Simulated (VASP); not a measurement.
# Mo in VASP: notebook, part 2 of 2

VASP 6.6.1. The steps go on from the part before.

## (3) Single point, revPBE (16.89 Å³/atom)

This run uses another cell than the first one, of 16.89 Å³/atom.

INCAR reads:

```
  PREC = Accurate
  ENCUT = 520
  EDIFF = 1E-7
  ISMEAR = -1
  SIGMA = 0.1
  LREAL = F
  LASPH = T
  NELM = 80
  ALGO = Normal
  ISIF = 2
  LWAVE = F
  LCHARG = T
  GGA = RE
  LELF = T
  LVHAR = T
  NBANDS = 21
```

KPOINTS reads:

```
regular mesh
0
Gamma
  15 15 8
```

POSCAR reads:

```
Mo
1.0
   -1.9500808445      1.9499260020      1.3486382770
    1.9499260020     -1.9500808445      1.3486382770
    3.2107467231      3.2107467231     -1.3489218713
Mo
2
Direct
    0.9999595626      0.0000404374      0.0000000000
    0.7500404374      0.2499595626      0.5000000000
```

Potentials or basis: VASP PAW PBE potentials, release 64 (Mo_sv).

Started as:

```
> cat potpaw_PBE.64/Mo_sv/POTCAR > POTCAR
> mpirun -np 1 vasp_std > vasp.out
```

OUTCAR:

```text
PREC = Accurate
   ENCUT = 520
   EDIFF = 1E-7
   ISMEAR = -1
   LREAL = F
   LASPH = T
   NELM = 80
   ISIF = 2
   GGA = RE

 ion  position               nearest neighbor table
   1  1.000  0.000  0.000-   2 2.74   2 2.74   2 2.74   2 2.74   2 3.34   2 3.34   2 3.34   2 3.34

   2  0.750  0.250  0.500-   1 2.74   1 2.74   1 2.74   1 2.74   1 3.34   1 3.34   1 3.34   1 3.34

  Warning from LATTYP: Got some problem with cell dimensions!
  Tried to take original basis but could not verify dimensions!
  LATTYP: Found a base centered monoclinic cell.
 ALAT       =     2.6972765629
 B/A-ratio  =     2.0448190785
 C/A-ratio  =     1.7560081678
 COS(beta)  =    -0.2845990132

  Lattice vectors:

 A1 = (   1.9500808445,  -1.9499260020,  -1.3486382770)
 A2 = (  -1.9499260020,   1.9500808445,  -1.3486382770)
 A3 = (   3.2105918806,   3.2105918806,   1.3483546827)

Analysis of symmetry for initial positions (statically):
=====================================================================
 Subroutine PRICEL returns:
 Original cell was already a primitive cell.

 Routine SETGRP: Setting up the symmetry group for a
 base centered monoclinic supercell.

 Subroutine GETGRP returns: Found  4 space group operations
 (whereof  2 operations were pure point group operations)
 out of a pool of  4 trial point group operations.

The static configuration has the point symmetry C_2 .
 The point group associated with its full space group is C_2h.

Analysis of symmetry for dynamics (positions and initial velocities):
=====================================================================
 Subroutine PRICEL returns:
 Original cell was already a primitive cell.

 Routine SETGRP: Setting up the symmetry group for a
 base centered monoclinic supercell.

 Subroutine GETGRP returns: Found  4 space group operations
 (whereof  2 operations were pure point group operations)
 out of a pool of  4 trial point group operations.

The dynamic configuration has the point symmetry C_2 .
 The point group associated with its full space group is C_2h.

 Subroutine INISYM returns: Found  4 space group operations
 (whereof  2 operations are pure point group operations),
 and found     1 'primitive' translations

----------------------------------------------------------------------------------------

                                     Primitive cell

  volume of cell :      33.7743

  direct lattice vectors                    reciprocal lattice vectors
    -1.950080844  1.949926002  1.348638277    -0.050323144  0.206086662  0.370753276
     1.949926002 -1.950080844  1.348638277     0.206086662 -0.050323144  0.370753276
     3.210746723  3.210746723 -1.348921871     0.155730770  0.155730770  0.000017880

  length of vectors
     3.069829297  3.069829297  4.736811085     0.427155853  0.427155853  0.220236568

  position of ions in fractional coordinates (direct lattice)
     0.999959563  0.000040437  0.000000000
     0.750040437  0.249959563  0.500000000

  ion indices of the primitive-cell ions
   primitive index   ion index
                 1           1
                 2           2

----------------------------------------------------------------------------------------

 KPOINTS: regular mesh

Automatic generation of k-mesh.
 Grid dimensions read from file:
 generate k-points for:   15   15    8

 Generating k-lattice:

  Cartesian coordinates                     Fractional coordinates (reciprocal lattice)
    -0.003354876  0.013739111  0.024716885     0.066666667  0.000000000 -0.000000000
     0.013739111 -0.003354876  0.024716885     0.000000000  0.066666667 -0.000000000
     0.019466346  0.019466346  0.000002235     0.000000000  0.000000000  0.125000000

  Length of vectors
     0.028477057  0.028477057  0.027529571

  Shift w.r.t. Gamma in fractional coordinates (k-lattice)
     0.000000000  0.000000000  0.000000000

 Subroutine IBZKPT returns following result:
 ===========================================

 Found    488 irreducible k-points:

 Following reciprocal coordinates:
            Coordinates               Weight
  0.000000  0.000000  0.000000      1.000000
  0.066667  0.000000 -0.000000      4.000000
  0.133333  0.000000  0.000000      4.000000
  0.200000  0.000000 -0.000000      4.000000
  0.266667  0.000000  0.000000      4.000000
  0.333333  0.000000 -0.000000      4.000000
[... 16 lines left out ...]
  0.133333  0.133333 -0.000000      2.000000
  0.200000  0.133333 -0.000000      4.000000
 [... further k-points ...]
   k-points           NKPTS =    488   k-points in BZ     NKDIM =    488   number of bands    NBANDS=     21
   number of dos      NEDOS =    301   number of ions     NIONS =      2
   total plane-waves  NPLWV =  20736
   dimension x,y,z NGX =    24 NGY =   24 NGZ =   36
   dimension x,y,z NGXF=    48 NGYF=   48 NGZF=   72
   ions per type =               2
   NGX,Y,Z   is equivalent  to a cutoff of  13.00, 13.00, 12.63 a.u.
   NGXF,Y,Z  is equivalent  to a cutoff of  25.99, 25.99, 25.27 a.u.
 SYSTEM =  unknown system
   PREC   = accura    normal or accurate (medium, high low for compatibility)
   ISTART =      0    job   : 0-new  1-cont  2-samecut
   ICHARG =      2    charge: 1-file 2-atom 10-const
   ISPIN  =      1    spin polarized calculation?
   LNONCOLLINEAR =      F non collinear calculations
   LSORBIT =      F    spin-orbit coupling
   LASPH  =      T    aspherical Exc in radial PAW
   ENCUT  =  520.0 eV  38.22 Ry    6.18 a.u.   5.71  5.71  8.81*2*pi/ulx,y,z
   NELM   =     80;   NELMIN=  2; NELMDL= -5     # of ELM steps
   EDIFF  = 0.1E-06   stopping-criterion for ELM
   LREAL  =      F    real-space projection
   EDIFFG = 0.1E-05   stopping-criterion for IOM
   NSW    =      0    number of steps for IOM
   IBRION =     -1    ionic relax: 0-MD 1-quasi-New 2-CG
   NFREE  =      0    steps in history (QN), initial steepest desc. (CG)
   ISIF   =      2    stress and relaxation
   ISYM   =      2    0-nonsym 1-usesym 2-fastsym
   POTIM  = 0.5000    time-step for ionic-motion
   TEBEG  =    0.0;   TEEND  =   0.0 temperature during run
   PSTRESS=    0.0 pullay stress
   NELECT =      28.0000    total number of electrons
   NUPDOWN=      -1.0000    fix difference up-down
   EMIN   =  10.00;   EMAX   =-10.00  energy-range for DOS
   EFERMI =   0.00;   METHOD = LEGACY
   ISMEAR =    -1;   SIGMA  =   0.10  broadening in eV -4-tet -1-fermi 0-gaus
   EFERMI_NEDOS =   21; number of points for ismear=-14 and -15
   IALGO  =     38    algorithm
   IMIX   =      4    mixing-type and parameters
     AMIX     =   0.40;   BMIX     =  1.00
     AMIX_MAG =   1.60;   BMIX_MAG =  1.00
  volume/ion in A,a.u.               =      16.89       113.96
  Fermi-wavevector in a.u.,A,eV,Ry     =   1.537914  2.906236 32.180218  2.365179
  Thomas-Fermi vector in A             =   2.644356
   LORBIT       =      0    0 simple, 1 ext, 2 COOP (PROOUT), +10 PAW based schemes
   GGA     = RE    functional components
   LHFCALC =     F    Hartree Fock is set to
   AEXX    =    0.0000 exact exchange contribution
   IVDW    =     0    specifies the selected vdW correction
   LEPSILON=     F    determine dielectric tensor
   LRPA    =     F    only Hartree local field effects (RPA)
 non-spin polarized calculation
  energy-cutoff  :      520.00
  volume of cell :       33.77
 maximum number of plane-waves:       928
   NGX = 11   NGY = 11   NGZ = 17

 number of electron      28.0000004 magnetization

 Free energy of the ion-electron system (eV)
  ---------------------------------------------------
  ext. energy  EPLUGINS =         0.00000000
  ---------------------------------------------------
  free energy    TOTEN  =       -20.50427219 eV

  energy without entropy =      -20.45302786  energy(sigma->0) =      -20.47865002

 E-fermi :  11.2528     XC(G=0): -12.8850

 val. band max:       11.2507854605   @ k =  -0.0667  -0.1333   0.3750
 cond. band min:      11.2531384206   @ k =  -0.1333  -0.2000   0.1250
 fundamental gap:      0.0023529601
 Fermi energy:        11.2527804412

 k-point     1 :       0.0000    0.0000    0.0000
  band No.  band energies     occupation
      1     -49.7989      2.00000
      2     -49.5697      2.00000
      3     -24.3684      2.00000
      4     -23.6425      2.00000
      5     -23.3136      2.00000
      6     -23.1794      2.00000
[... 550 lines left out ...]
      5     -23.9219      2.00000
      6     -23.6550      2.00000
[... 13 lines left out ...]
     20      18.0059      0.00000
     21      23.0210      0.00000

 [... further k-points ...]

------------------------ aborting loop because EDIFF is reached ----------------------------------------

  FORCE on cell =-STRESS in cart. coord.  units (eV):
  Direction    XX          YY          ZZ          XY          YZ          ZX
  --------------------------------------------------------------------------------------
  -------------------------------------------------------------------------------------
  Total       -1.7249675     -1.7249675     -1.7309891     -0.0655987     -0.0020887     -0.0020887
  in kB      -81.8285922    -81.8285922    -82.1142428     -3.1118574     -0.0990821     -0.0990830
  external PRESSURE =     -81.9238091 kB  Pullay stress =       0.0000000 kB

 VOLUME and BASIS-vectors are now :
 -----------------------------------------------------------------------------
  energy-cutoff  :      520.00
  volume of cell :       33.77
      direct lattice vectors                 reciprocal lattice vectors
    -1.950080844  1.949926002  1.348638277    -0.050323144  0.206086662  0.370753276
     1.949926002 -1.950080844  1.348638277     0.206086662 -0.050323144  0.370753276
     3.210746723  3.210746723 -1.348921871     0.155730770  0.155730770  0.000017880

 POSITION                                       TOTAL-FORCE (eV/Angst)
 -----------------------------------------------------------------------------------
     -1.94992      1.94977      1.34864        -0.001555      0.001555     -0.000000
      0.63014      2.58046      0.67418         0.001555     -0.001555      0.000000
 -----------------------------------------------------------------------------------
    total drift:                                0.000000     -0.000000      0.000000

  FREE ENERGIE OF THE ION-ELECTRON SYSTEM (eV)
  ---------------------------------------------------
  free  energy   TOTEN  =       -20.5042721913 eV

  energy  without entropy=      -20.4530278573  energy(sigma->0) =      -20.47865002
```

stdout:

```text
POSCAR found type information on POSCAR Mo
 POSCAR found :  1 types and       2 ions
 scaLAPACK will be used
 -----------------------------------------------------------------------------
|                                                                             |
|                                                                             |
|     You enforced a specific xc type in the INCAR file but a different       |
|     I HOPE YOU KNOW WHAT YOU ARE DOING!                                     |
|                                                                             |
 -----------------------------------------------------------------------------

 LDA part: xc-table for (Slater+PW92), standard interpolation
 POSCAR, INCAR and KPOINTS ok, starting setup
 FFT: planning ... GRIDC
 FFT: planning ... GRID_SOFT
 FFT: planning ... GRID
 WAVECAR not read
 entering main loop
```

Wall time 2.6 min (1 thread of Intel Xeon 6975P-C (Granite Rapids), shared host); peak memory 0.36 GiB.

What came out:

| Item | Value |
| --- | --- |
| Free energy | -20.5043 eV |
| Pressure | -8.2 GPa |
| Band gap on the k mesh | zero (bands 14 and 15 overlap by 1.38 eV) |

Forces on the atoms (eV/Å):
```
Mo  -0.002  0.002  0.000
Mo   0.002 -0.002  0.000
```

Stress tensor (GPa, compression positive):
```
-8.18 -0.31 -0.01
-0.31 -8.18 -0.01
-0.01 -0.01 -8.21
```

Caveat: the cell stands under tension; the PAW data sets were made with another functional, which shifts forces and pressure a little.

## (4) Single point, revPBE (17.54 Å³/atom)

This run uses another cell than the first one, of 17.54 Å³/atom.

INCAR reads:

```
PREC     = Accurate       # precision mode
ENCUT    = 520            # plane-wave cutoff, eV
EDIFF    = 1E-6           # SCF threshold, eV
ISMEAR   = -1             # smearing method
SIGMA    = 0.1            # smearing width, eV
LREAL    = F              # projectors in reciprocal space
LASPH    = T              # aspherical terms in the spheres
NELM     = 80             # most SCF steps
ALGO     = Normal         # electronic algorithm
ISIF     = 2              # what is computed and relaxed
LWAVE    = F              # write WAVECAR
LCHARG   = F              # write CHGCAR
GGA      = RE             # functional
NBANDS   = 21             # bands
```

KPOINTS reads:

```
Automatic mesh
0
Gamma
  15 15 8
```

POSCAR reads:

```
Mo
1.0
   -1.9747680329      1.9746112301      1.3657114600
    1.9746112301     -1.9747680329      1.3657114600
    3.2513934017      3.2513934017     -1.3659986446
Mo
2
Direct
    0.9999595626      0.0000404374      0.0000000000
    0.7500404374      0.2499595626      0.5000000000
```

Started as:

```
> cat potpaw_PBE.64/Mo_sv/POTCAR > POTCAR
> mpirun -np 1 vasp_std > vasp.out
```

It took 2.1 min on 1 thread of Intel Xeon 6975P-C (Granite Rapids), shared host; peak memory 0.37 GiB.

The run converged. Its results:

```
Free energy            : -20.4092 eV
Pressure               : -15.1 GPa
Band gap on the k mesh : zero (bands 14 and 15 overlap by 1.27 eV)
```

Stress tensor (GPa, compression positive):
```
-15.12  -0.71  -0.01
 -0.71 -15.12  -0.01
 -0.01  -0.01 -15.17
```

Levels at points of the mesh, in eV from the Fermi level:
```tsv
k point	band 11	band 12	band 13	band 14	band 15	band 16	band 17	band 18
(0.00, 0.00, 0.00)	-2.13	-1.93	-0.99	0.45	0.84	0.86	1.64	1.96
(0.00, 0.00, 0.50)	-1.86	-1.86	-1.25	-1.25	0.28	0.28	1.32	1.32
```

Caveat: the cell stands under tension; the PAW data sets were made with another functional, which shifts forces and pressure a little.

## (5) Summary

| cell | gap on the mesh (eV) | pressure (GPa) |
| --- | --- | --- |
| a = 3.030, b = 3.030, c = 4.675 Å, angles 97.2, 97.2, 127.9°, 2 atoms | none | 0.4 |
| a = 3.070, b = 3.070, c = 4.737 Å, angles 97.2, 97.2, 127.9°, 2 atoms | none | -8.2 |
| a = 3.109, b = 3.109, c = 4.797 Å, angles 97.2, 97.2, 127.9°, 2 atoms | none | -15.1 |

Alike in all rows: task single point; level revPBE; potentials or basis VASP PAW PBE potentials, release 64 (Mo_sv); no spin polarisation; k mesh 15 × 15 × 8; cutoff (eV) 520; smearing fermi-dirac 0.1 eV.

Caveats: the PAW data sets were made with another functional, which shifts forces and pressure a little; the cell stands under tension (at least some runs).

Total energies depend on the potentials used, so only differences within one code and one set of settings carry meaning.
